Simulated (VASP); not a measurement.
Write the native input for VASP 6.6.1 that does the following.

```
Task                   : single point
Functional             : PBEsol
Potentials or basis    : VASP PAW PBE potentials, release 64 (Ta_pv, N)
Cutoff                 : 520 eV
k mesh                 : 18 × 18 × 18
Occupations            : gaussian, width 0.15 eV
Spin                   : no spin polarisation
Dipole correction      : no
Further INCAR settings : ALGO = Normal; EDIFF = 1e-07; NBANDS = 15
```

The structure of TaN lies in POSCAR:

```
TaN
1.0
    0.0000000000      2.2879500000      2.1245250000
    2.2879500000      0.0000000000      2.1245250000
    2.2879500000      2.2879500000      0.0000000000
Ta N
1 1
Direct
    0.5000000000      0.5000000000      0.5000000000
    0.0000000000      0.0000000000      0.0000000000
```

This cell differs from its parent crystal: strain +0.050 along x and y, -0.025 along z.

One way to write it, as run:

INCAR

```
PREC = Accurate ; ENCUT = 520
EDIFF = 1E-7 ; ISMEAR = 0
SIGMA = 0.15 ; LREAL = F
LASPH = T ; NELM = 80
ALGO = Normal ; ISIF = 2
LWAVE = F ; LCHARG = F
GGA = PS ; NBANDS = 15
```

KPOINTS

```
regular mesh
0
Gamma
  18 18 18
```

Potentials or basis: VASP PAW PBE potentials, release 64 (Ta_pv, N).

Run with:

```sh
$ cat potpaw_PBE.64/Ta_pv/POTCAR potpaw_PBE.64/N/POTCAR > POTCAR
$ mpirun -np 1 vasp_std > vasp.out
```

Results of the run:

```yaml
Pressure: -13.6 GPa
Band_gap_on_the_k_mesh: zero (bands 8 and 9 overlap by 3.79 eV)
```

Caveat: the cell differs from its parent crystal (strain +0.050 along x and y, -0.025 along z); the stress differs along the axes, from -26 to 12 GPa; the PAW data sets were made with another functional, which shifts forces and pressure a little; spin-orbit coupling is left out, which moves the levels of the heavy elements.

It took 3.1 min on 1 thread of Intel Xeon 8259CL, on a shared host, peak memory 0.27 GiB.
